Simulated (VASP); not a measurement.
Runs of VASP 6.6.1 on Sn. The structure is that of space group Fd-3m (No. 227), or close to it. The cells are those of the table. This isn't the form of Sn at room conditions, which is tetragonal (white tin).

| task | cell | k mesh | cutoff (eV) | smearing | gap on the mesh (eV) | pressure (GPa) |
| --- | --- | --- | --- | --- | --- | --- |
| single point | a = 4.517 Å, angles 60.0°, 2 atoms | 14 × 14 × 14 | 520 | fermi-dirac 0.1 eV | none | (b) |
| single point | a = 4.579 Å, angles 60.0°, 2 atoms | 9 × 9 × 9 | 520 | methfessel-paxton 1 eV | none | -0.2 |
| single point | a = 4.579 Å, angles 60.0°, 2 atoms | 9 × 9 × 9 | 520 | methfessel-paxton 0.3 eV | none | 0.0 |
| relaxation of cell and atoms | relaxed from a = 4.590 Å, angles 60.0°, 2 atoms | 9 × 9 × 9 | 600 | fermi-dirac 0.1 eV | none | 0.0 |
| single point | a = 4.579 Å, angles 60.0°, 2 atoms | 9 × 9 × 9 | 520 | methfessel-paxton 0.6 eV | none | 0.0 |
| single point | a = 4.388 Å, angles 60.0°, 2 atoms | 14 × 14 × 14 | 520 | fermi-dirac 0.1 eV | - | 7.8 |
| single point | a = 4.454 Å, angles 60.0°, 2 atoms | 14 × 14 × 14 | 520 | fermi-dirac 0.1 eV | none | 4.6 |
| single point | a = 4.579 Å, angles 60.0°, 2 atoms | 14 × 14 × 14 | 520 | fermi-dirac 0.1 eV | none | 0.0 |
| single point | a = 4.579 Å, angles 60.0°, 2 atoms | 9 × 9 × 9 | 520 | methfessel-paxton 0.01 eV | none | -0.1 |
| single point | a = 4.640 Å, angles 60.0°, 2 atoms | 14 × 14 × 14 | 520 | fermi-dirac 0.1 eV | none | (a) |

Alike in all rows: level LDA; potentials or basis VASP PAW LDA potentials, release 64 (Sn_d); no spin polarisation.

Task: Estimate the missing entries.

Result: (a) -1.6; (b) 2.0.

Caveats: spin-orbit coupling is left out, which moves the levels of the heavy elements; so wide a smearing shifts energies and pressures (at least some runs); the cell stands under pressure (at least some runs).

A k mesh can miss the band edges, and the runs leave out spin-orbit coupling on Sn.

A gap of «none» marks levels without a gap at the run's occupations.
